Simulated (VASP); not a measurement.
Write the native input for VASP 6.6.1 that does the following.

| Property | Result |
| --- | --- |
| Task | single point |
| Functional | PBE |
| Potentials or basis | VASP PAW PBE potentials, release 64 (Sn_d, Te) |
| Cutoff | 520 eV |
| k mesh | 6 × 6 × 6 |
| Occupations | fermi-dirac, width 0.02 eV |
| Spin | no spin polarisation |
| Dipole correction | no |
| Further INCAR settings | ALGO = Normal; EDIFF = 1e-06; NBANDS = 17 |

The structure of SnTe lies in POSCAR:

```
SnTe
1.0
    0.0000000000      3.2370831483      3.2370831483
    3.2370831483      0.0000000000      3.2370831483
    3.2370831483      3.2370831483      0.0000000000
Sn Te
1 1
Direct
    0.0000000000      0.0000000000      0.0000000000
    0.5000000000      0.5000000000      0.5000000000
```

This cell differs from its parent crystal: volume changed by +3%.

The input as run:

INCAR

```
ALGO = Normal ; EDIFF = 1E-6
ENCUT = 520 ; GGA = PE
ISIF = 2 ; ISMEAR = -1
LASPH = T ; LCHARG = T
LELF = T ; LREAL = F
LVHAR = T ; LWAVE = F
NBANDS = 17 ; NELM = 60
PREC = Accurate ; SIGMA = 0.02
```

KPOINTS

```
k-points
0
Gamma
  6 6 6
```

Potentials or basis: VASP PAW PBE potentials, release 64 (Sn_d, Te).

Command:

```sh
$ cat potpaw_PBE.64/Sn_d/POTCAR potpaw_PBE.64/Te/POTCAR > POTCAR
$ mpirun -np 1 vasp_std > vasp.out
```

Results of the run:

```json
{
  "Pressure": "-1.1 GPa",
  "Band gap on the k mesh": "0.13 eV, direct"
}
```

Caveat: spin-orbit coupling is left out, which moves the levels of the heavy elements.

It took 17 s on 1 thread of Intel Xeon 6975P-C, on a shared host, peak memory 0.21 GiB.
